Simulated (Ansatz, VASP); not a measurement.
**SiO2 in VASP and in Ansatz**

Contents of POSCAR:

```
SiO2
1.0
   -2.5969068771      2.5969068771      3.4735393501
    2.5969068771     -2.5969068771      3.4735393501
    2.5969068771      2.5969068771     -3.4735393501
Si O
2 4
Direct
    0.0000000000      0.0000000000      0.0000000000
    0.7500000000      0.2500000000      0.5000000000
    0.9731664718      0.6250000000      0.8481664718
    0.3750000000      0.2231664718      0.3481664718
    0.7768335282      0.1250000000      0.1518335282
    0.8750000000      0.0268335282      0.6518335282
```

Contents of INCAR.step1:

```
ALGO = Normal
EDIFF = 1E-4
ENCUT = 520
GGA = PE
ISMEAR = 0
LASPH = T
LCHARG = F
LREAL = F
LWAVE = T
NBANDS = 25
NELM = 100
PREC = Accurate
SIGMA = 0.05
```

Contents of INCAR.step2:

```
ALGO = Normal
EDIFF = 1E-6
ENCUT = 520
ISIF = 2
ISMEAR = 0
ISTART = 1
LASPH = T
LCHARG = F
LMIXTAU = T
LREAL = F
LWAVE = F
METAGGA = R2SCAN
NBANDS = 25
NELM = 100
PREC = Accurate
SIGMA = 0.05
```

The input KPOINTS:

```
k-points
0
Gamma
  6 6 6
```

Input for Ansatz:

```yaml
crystal:
  lattice:
    - [-2.5969068771, 2.5969068771, 3.4735393501]
    - [2.5969068771, -2.5969068771, 3.4735393501]
    - [2.5969068771, 2.5969068771, -3.4735393501]
  atoms:
    - { symbol: Si, position: [0.0, 0.0, 0.0] }
    - { symbol: Si, position: [0.75, 0.25, 0.5] }
    - { symbol: O, position: [0.9731664718, 0.625, 0.8481664718] }
    - { symbol: O, position: [0.375, 0.2231664718, 0.3481664718] }
    - { symbol: O, position: [0.7768335282, 0.125, 0.1518335282] }
    - { symbol: O, position: [0.875, 0.0268335282, 0.6518335282] }
basis:
  ecutwfc: 500
kpoints:
  mp_grid: { grid: [6, 6, 6] }
hamiltonian:
  xc: r2scan
scf:
  occupations: { method: gaussian, width: 0.05 }
output:
  forces: true
  stress: true
  eigenvalues: true
```

Change from the starting cell: strain +0.050 along x and y, -0.050 along z, atoms carried along.

Alike in both runs: task single point; functional r2SCAN; k mesh 6 × 6 × 6; occupations gaussian, width 0.05 eV; no spin polarisation.

|  | VASP | Ansatz |
| --- | --- | --- |
| version | VASP 6.6.1 | Ansatz 0.2.0 |
| potentials or method | VASP PAW PBE potentials, release 64 (Si, O), cutoff 520 eV | scalar-relativistic, plane waves, PAW |
| valence electrons in the cell | 32 | 32 |

Ansatz gave:

* gap on the k mesh at the Fermi level (eV): 6.25
* least direct gap on the mesh (eV): 6.25
* pressure (GPa): -8.0
* traceless stress, the component that is largest in VASP (GPa): 3.99
* rms of the force components (eV/Å): 0.297

**Question.** What did VASP give for the same quantities?

**Answer.** gap on the k mesh at the Fermi level (eV): 6.25; least direct gap on the mesh (eV): 6.25; pressure (GPa): -7.8; traceless stress, the component that is largest in VASP (GPa): 3.98; rms of the force components (eV/Å): 0.297.

VASP's potentials were made for PBE, not for r2SCAN. Atom by atom the forces differ by 0.000 eV/Å (rms over components). With one functional, cell and mesh, what is left measures potentials, basis and numerics.
